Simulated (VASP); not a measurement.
# Cl (a cell with a defect) in VASP: single point with PBEsol

Aim: the single point of Cl (a cell with a defect) with PBEsol.

All numbers are computed with VASP 6.6.1; they aren't measurements. Logs are shortened: lines on timing, memory, paths and dates and some standing lists are left out, and cuts for length are marked.

## Step 1: The cell of the first run

The cell holds a defect, 15 atoms: a = 7.760 Å, b = 7.900 Å, c = 8.011 Å, α = 90.00°, β = 90.00°, γ = 119.41°.

## Step 2: Single point, PBEsol

INCAR

```
SYSTEM = Cl
ALGO = Normal
EDIFF = 1E-7
ENCUT = 520
GGA = PS
ISIF = 2
ISMEAR = 0
LASPH = .TRUE.
LCHARG = .TRUE.
LELF = .TRUE.
LREAL = Auto
LVHAR = .TRUE.
LWAVE = .FALSE.
NBANDS = 66
NELM = 60
PREC = Accurate
SIGMA = 0.05
```

KPOINTS

```
k-points
0
G
  4 4 4
  0 0 0
```

POSCAR

```
Cl
1.0
    0.0000000000      7.7601932729      0.0000000000
    6.8819898072     -3.8800966364      0.0000000000
    0.0000000000      0.0000000000     -8.0110241279
Cl
15
Direct
    0.3693474011      0.5000000000      0.9956372661
    0.9381189400     -0.0008339203      0.8883175703
    0.4389528604      0.0008339203      0.8883175703
    0.7629653821      0.5000000000      0.5217907828
    0.1207810016      0.5000000000      0.7074510854
    0.6775496870     -0.0204906382      0.6118062672
    0.1980403252      0.0204906382      0.6118062672
    0.6306525989      0.5000000000      0.0043627339
    0.0000000000      0.5000000000      0.0000000000
    0.5610471396     -0.0008339203      0.1116824297
    0.0618810600      0.0008339203      0.1116824297
    0.8792189984      0.5000000000      0.2925489146
    0.2370346179      0.5000000000      0.4782092172
    0.8019596748     -0.0204906382      0.3881937328
    0.3224503130      0.0204906382      0.3881937328
```

Potentials or basis: VASP PAW PBE potentials, release 64 (Cl).

Started as:

```
cat potpaw_PBE.64/Cl/POTCAR > POTCAR
mpirun -np 1 vasp_std > vasp.out
```

OUTCAR:

```text
SYSTEM = Cl
   EDIFF = 1E-7
   ENCUT = 520
   GGA = PS
   ISIF = 2
   ISMEAR = 0
   LASPH = .TRUE.
   LREAL = Auto
   NELM = 60
   PREC = Accurate

 ion  position               nearest neighbor table
   1  0.369  0.500  0.996-   8 2.03
   2  0.938  0.999  0.888-  11 2.03
   3  0.439  0.001  0.888-  10 2.03
   4  0.763  0.500  0.522-  12 2.05
   5  0.121  0.500  0.707-  13 2.05   9 2.52
   6  0.678  0.980  0.612-  14 2.03
   7  0.198  0.020  0.612-  15 2.03
   8  0.631  0.500  0.004-   1 2.03
   9  0.000  0.500  0.000-   5 2.52  12 2.52
  10  0.561  0.999  0.112-   3 2.03
  11  0.062  0.001  0.112-   2 2.03
  12  0.879  0.500  0.293-   4 2.05   9 2.52
  13  0.237  0.500  0.478-   5 2.05
  14  0.802  0.980  0.388-   6 2.03
  15  0.322  0.020  0.388-   7 2.03

  LATTYP: Found a base centered orthorhombic cell.
 ALAT       =     7.7601932729
 B/A-ratio  =     1.7736645378
 C/A-ratio  =     1.0323227587

  Lattice vectors:

 A1 = (  -6.8819898072,   3.8800966364,   0.0000000000)
 A2 = (   6.8819898072,   3.8800966365,   0.0000000000)
 A3 = (   0.0000000000,   0.0000000000,  -8.0110241279)

Analysis of symmetry for initial positions (statically):
=====================================================================
 Subroutine PRICEL returns:
 Original cell was already a primitive cell.

 Routine SETGRP: Setting up the symmetry group for a
 base centered orthorhombic supercell.

 Subroutine GETGRP returns: Found  4 space group operations
 (whereof  2 operations were pure point group operations)
 out of a pool of  8 trial point group operations.

The static configuration has the point symmetry S_2 .
 The point group associated with its full space group is C_2h.

Analysis of symmetry for dynamics (positions and initial velocities):
=====================================================================
 Subroutine PRICEL returns:
 Original cell was already a primitive cell.

 Routine SETGRP: Setting up the symmetry group for a
 base centered orthorhombic supercell.

 Subroutine GETGRP returns: Found  4 space group operations
 (whereof  2 operations were pure point group operations)
 out of a pool of  8 trial point group operations.

The dynamic configuration has the point symmetry S_2 .
 The point group associated with its full space group is C_2h.

 Subroutine INISYM returns: Found  4 space group operations
 (whereof  2 operations are pure point group operations),
 and found     1 'primitive' translations

----------------------------------------------------------------------------------------

                                     Primitive cell

  volume of cell :     427.8333

  direct lattice vectors                    reciprocal lattice vectors
     0.000000000  7.760193273  0.000000000     0.072653406  0.128862770  0.000000000
     6.881989807 -3.880096636  0.000000000     0.145306812  0.000000000  0.000000000
     0.000000000  0.000000000 -8.011024128     0.000000000  0.000000000 -0.124827985

  length of vectors
     7.760193273  7.900438824  8.011024128     0.147932859  0.145306812  0.124827985

  position of ions in fractional coordinates (direct lattice)
     0.369347401  0.500000000  0.995637266
     0.938118940  0.999166080  0.888317570
     0.438952860  0.000833920  0.888317570
     0.762965382  0.500000000  0.521790783
     0.120781002  0.500000000  0.707451085
     0.677549687  0.979509362  0.611806267
     0.198040325  0.020490638  0.611806267
     0.630652599  0.500000000  0.004362734
     0.000000000  0.500000000  0.000000000
     0.561047140  0.999166080  0.111682430
     0.061881060  0.000833920  0.111682430
     0.879218998  0.500000000  0.292548915
     0.237034618  0.500000000  0.478209217
     0.801959675  0.979509362  0.388193733
     0.322450313  0.020490638  0.388193733

  ion indices of the primitive-cell ions
   primitive index   ion index
                 1           1
                 2           2
                 3           3
                 4           4
                 5           5
                 6           6
                 7           7
                 8           8
                 9           9
                10          10
                11          11
                12          12
                13          13
                14          14
                15          15

----------------------------------------------------------------------------------------

 KPOINTS: k-points

Automatic generation of k-mesh.
 Grid dimensions read from file:
 generate k-points for:    4    4    4

 Generating k-lattice:

  Cartesian coordinates                     Fractional coordinates (reciprocal lattice)
     0.018163352  0.032215692  0.000000000     0.250000000  0.000000000  0.000000000
     0.036326703  0.000000000  0.000000000     0.000000000  0.250000000  0.000000000
     0.000000000  0.000000000 -0.031206996     0.000000000  0.000000000  0.250000000

  Length of vectors
     0.036983215  0.036326703  0.031206996

  Shift w.r.t. Gamma in fractional coordinates (k-lattice)
     0.000000000  0.000000000  0.000000000

 Subroutine IBZKPT returns following result:
 ===========================================

 Found     24 irreducible k-points:

 Following reciprocal coordinates:
            Coordinates               Weight
  0.000000  0.000000  0.000000      1.000000
  0.250000 -0.000000  0.000000      4.000000
  0.500000 -0.000000  0.000000      2.000000
  0.000000  0.250000  0.000000      2.000000
  0.250000  0.250000  0.000000      4.000000
  0.500000  0.250000  0.000000      2.000000
[... 16 lines left out ...]
  0.500000  0.250000  0.500000      2.000000
  0.000000  0.500000  0.500000      1.000000
   k-points           NKPTS =     24   k-points in BZ     NKDIM =     24   number of bands    NBANDS=     66
   number of dos      NEDOS =    301   number of ions     NIONS =     15
   total plane-waves  NPLWV = 216000
   dimension x,y,z NGX =    60 NGY =   60 NGZ =   60
   dimension x,y,z NGXF=   120 NGYF=  120 NGZF=  120
   ions per type =              15
   NGX,Y,Z   is equivalent  to a cutoff of  12.85, 12.63, 12.45 a.u.
   NGXF,Y,Z  is equivalent  to a cutoff of  25.71, 25.25, 24.90 a.u.
 SYSTEM =  Cl
   PREC   = accura    normal or accurate (medium, high low for compatibility)
   ISTART =      0    job   : 0-new  1-cont  2-samecut
   ICHARG =      2    charge: 1-file 2-atom 10-const
   ISPIN  =      1    spin polarized calculation?
   LNONCOLLINEAR =      F non collinear calculations
   LSORBIT =      F    spin-orbit coupling
   LASPH  =      T    aspherical Exc in radial PAW
   ENCUT  =  520.0 eV  38.22 Ry    6.18 a.u.  14.43 14.69 14.90*2*pi/ulx,y,z
   NELM   =     60;   NELMIN=  2; NELMDL= -5     # of ELM steps
   EDIFF  = 0.1E-06   stopping-criterion for ELM
   LREAL  =      T    real-space projection
   EDIFFG = 0.1E-05   stopping-criterion for IOM
   NSW    =      0    number of steps for IOM
   IBRION =     -1    ionic relax: 0-MD 1-quasi-New 2-CG
   NFREE  =      0    steps in history (QN), initial steepest desc. (CG)
   ISIF   =      2    stress and relaxation
   ISYM   =      2    0-nonsym 1-usesym 2-fastsym
   POTIM  = 0.5000    time-step for ionic-motion
   TEBEG  =    0.0;   TEEND  =   0.0 temperature during run
   PSTRESS=    0.0 pullay stress
   NELECT =     105.0000    total number of electrons
   NUPDOWN=      -1.0000    fix difference up-down
   EMIN   =  10.00;   EMAX   =-10.00  energy-range for DOS
   EFERMI =   0.00;   METHOD = LEGACY
   ISMEAR =     0;   SIGMA  =   0.05  broadening in eV -4-tet -1-fermi 0-gaus
   EFERMI_NEDOS =   21; number of points for ismear=-14 and -15
   IALGO  =     38    algorithm
   IMIX   =      4    mixing-type and parameters
     AMIX     =   0.40;   BMIX     =  1.00
     AMIX_MAG =   1.60;   BMIX_MAG =  1.00
  volume/ion in A,a.u.               =      28.52       192.48
  Fermi-wavevector in a.u.,A,eV,Ry     =   1.024975  1.936921 14.293910  1.050573
  Thomas-Fermi vector in A             =   2.158790
   LORBIT       =      0    0 simple, 1 ext, 2 COOP (PROOUT), +10 PAW based schemes
   GGA     = PS    functional components
   LHFCALC =     F    Hartree Fock is set to
   AEXX    =    0.0000 exact exchange contribution
   IVDW    =     0    specifies the selected vdW correction
   LEPSILON=     F    determine dielectric tensor
   LRPA    =     F    only Hartree local field effects (RPA)
 non-spin polarized calculation
 Gauss-broadening in eV      SIGMA  =   0.05
  energy-cutoff  :      520.00
  volume of cell :      427.83
 maximum number of plane-waves:     11568
 NGX is ok and might be reduce to    60
   NGX = 29   NGY = 29   NGZ = 29

 number of electron     104.9999995 magnetization

 Free energy of the ion-electron system (eV)
  ---------------------------------------------------
  ext. energy  EPLUGINS =         0.00000000
  ---------------------------------------------------
  free energy    TOTEN  =       -29.39683404 eV

  energy without entropy =      -29.39164815  energy(sigma->0) =      -29.39424110

 E-fermi :  -0.2691     XC(G=0):  -7.9006

 val. band max:       -0.3143760190   @ k =   0.2500   0.2500   0.0000
 cond. band min:      -0.2637337599   @ k =   0.0000   0.5000   0.0000
 fundamental gap:      0.0506422590
 Fermi energy:        -0.2690518800

 k-point     1 :       0.0000    0.0000    0.0000
  band No.  band energies     occupation
      1     -17.1836      2.00000
      2     -17.0251      2.00000
      3     -16.8571      2.00000
      4     -16.7680      2.00000
      5     -16.7644      2.00000
      6     -16.7470      2.00000
[... 56 lines left out ...]
     63       7.3951      0.00000
     64       7.4034      0.00000

 k-point     2 :       0.2500   -0.0000    0.0000
  band No.  band energies     occupation
      1     -17.1420      2.00000
      2     -17.0100      2.00000
      3     -16.8974      2.00000
      4     -16.8603      2.00000
      5     -16.7500      2.00000
      6     -16.6883      2.00000
[... 56 lines left out ...]
     63       7.3302      0.00000
     64       7.6764      0.00000

 k-point     3 :       0.5000   -0.0000    0.0000
  band No.  band energies     occupation
      1     -17.0524      2.00000
      2     -17.0181      2.00000
      3     -16.9663      2.00000
      4     -16.9098      2.00000
      5     -16.7339      2.00000
      6     -16.6681      2.00000
[... 1396 lines left out ...]
     63       7.6770      0.00000
     64       7.7286      0.00000

 k-point    24 :       0.0000    0.5000    0.5000
  band No.  band energies     occupation
      1     -17.0012      2.00000
      2     -16.9675      2.00000
      3     -16.9302      2.00000
      4     -16.9124      2.00000
      5     -16.7640      2.00000
      6     -16.7462      2.00000
[... 56 lines left out ...]
     63       7.6212      0.00000
     64       8.0735      0.00000
 [bands above 64 left out]

------------------------ aborting loop because EDIFF is reached ----------------------------------------

  FORCE on cell =-STRESS in cart. coord.  units (eV):
  Direction    XX          YY          ZZ          XY          YZ          ZX
  --------------------------------------------------------------------------------------
  -------------------------------------------------------------------------------------
  Total        1.0533232     -1.2088918     -0.8607728      0.0000000     -1.0796691      0.0000000
  in kB        3.9445516     -4.5271348     -3.2234766      0.0000000     -4.0432133      0.0000000
  external PRESSURE =      -1.2686866 kB  Pullay stress =       0.0000000 kB

 VOLUME and BASIS-vectors are now :
 -----------------------------------------------------------------------------
  energy-cutoff  :      520.00
  volume of cell :      427.83
      direct lattice vectors                 reciprocal lattice vectors
     0.000000000  7.760193273  0.000000000     0.072653406  0.128862770  0.000000000
     6.881989807 -3.880096636  0.000000000     0.145306812  0.000000000  0.000000000
     0.000000000  0.000000000 -8.011024128     0.000000000  0.000000000 -0.124827985

 POSITION                                       TOTAL-FORCE (eV/Angst)
 -----------------------------------------------------------------------------------
      3.44099      0.92616     -7.97607         0.000000      0.148682     -0.001435
      6.87625      3.40312     -7.11633         0.000158      0.066496     -0.130578
      0.00574      3.40312     -7.11633        -0.000158      0.066496     -0.130578
      3.44099      3.98071     -4.18008         0.000000      0.043599      0.092910
      3.44099     -1.00276     -5.66741         0.000000      0.047441      0.104511
      6.74097      1.45733     -4.90119        -0.000855      0.062518      0.129790
      0.14102      1.45733     -4.90119         0.000855      0.062518      0.129790
      3.44099      2.95394     -0.03495         0.000000     -0.148682      0.001435
      3.44099     -1.94005      0.00000         0.000000      0.000000      0.000000
      6.87625      0.47697     -0.89469         0.000158     -0.066496      0.130578
      0.00574      0.47697     -0.89469        -0.000158     -0.066496      0.130578
      3.44099      4.88286     -2.34362         0.000000     -0.047441     -0.104511
      3.44099     -0.10061     -3.83095         0.000000     -0.043599     -0.092910
      6.74097      2.42277     -3.10983        -0.000855     -0.062518     -0.129790
      0.14102      2.42277     -3.10983         0.000855     -0.062518     -0.129790
 -----------------------------------------------------------------------------------
    total drift:                               -0.000001      0.000006     -0.000000

  FREE ENERGIE OF THE ION-ELECTRON SYSTEM (eV)
  ---------------------------------------------------
  free  energy   TOTEN  =       -29.3968340434 eV

  energy  without entropy=      -29.3916481469  energy(sigma->0) =      -29.39424110
```

It took 28 min on 1 thread of Oxide Virtual Turin-like, shared host; peak memory 0.66 GiB.

What came out:

| Item | Value |
| --- | --- |
| Free energy | -29.3968 eV |
| Pressure | -0.1 GPa |
| Largest force | 0.149 eV/Å |

Forces on the atoms (eV/Å):
```
Cl   0.000  0.149 -0.001
Cl   0.000  0.066 -0.131
Cl   0.000  0.066 -0.131
Cl   0.000  0.044  0.093
Cl   0.000  0.047  0.105
Cl  -0.001  0.063  0.130
Cl   0.001  0.063  0.130
Cl   0.000 -0.149  0.001
Cl   0.000  0.000  0.000
Cl   0.000 -0.066  0.131
Cl   0.000 -0.066  0.131
Cl   0.000 -0.047 -0.105
Cl   0.000 -0.044 -0.093
Cl  -0.001 -0.063 -0.130
Cl   0.001 -0.063 -0.130
```

Stress tensor (GPa, compression positive):
```
 0.39  0.00  0.00
 0.00 -0.45 -0.40
 0.00 -0.40 -0.32
```

Levels at points of the mesh, in eV from the Fermi level:
| k point | band 49 | band 50 | band 51 | band 52 | band 53 | band 54 | band 55 | band 56 |
| --- | --- | --- | --- | --- | --- | --- | --- | --- |
| (0.00, 0.00, 0.00) | -0.53 | -0.45 | -0.23 | -0.10 | 0.01 | 2.06 | 2.22 | 2.93 |
| (0.50, 0.00, 0.00) | -0.32 | -0.22 | -0.20 | -0.18 | -0.12 | 2.19 | 2.32 | 2.37 |
| (0.00, 0.50, 0.00) | -0.45 | -0.39 | -0.17 | -0.10 | 0.01 | 2.07 | 2.22 | 2.92 |
| (0.00, 0.00, 0.50) | -0.35 | -0.27 | -0.24 | -0.21 | -0.14 | 2.01 | 2.43 | 2.45 |
| (0.50, 0.00, 0.50) | -0.57 | -0.42 | -0.32 | -0.21 | 0.31 | 1.98 | 2.31 | 2.58 |
| (0.00, 0.50, 0.50) | -0.40 | -0.30 | -0.26 | -0.26 | -0.14 | 2.02 | 2.45 | 2.46 |

Caveat: the PAW data sets were made with another functional, which shifts forces and pressure a little; an odd number of electrons without spin polarisation forces a metal; a magnetic or distorted state may lie lower.
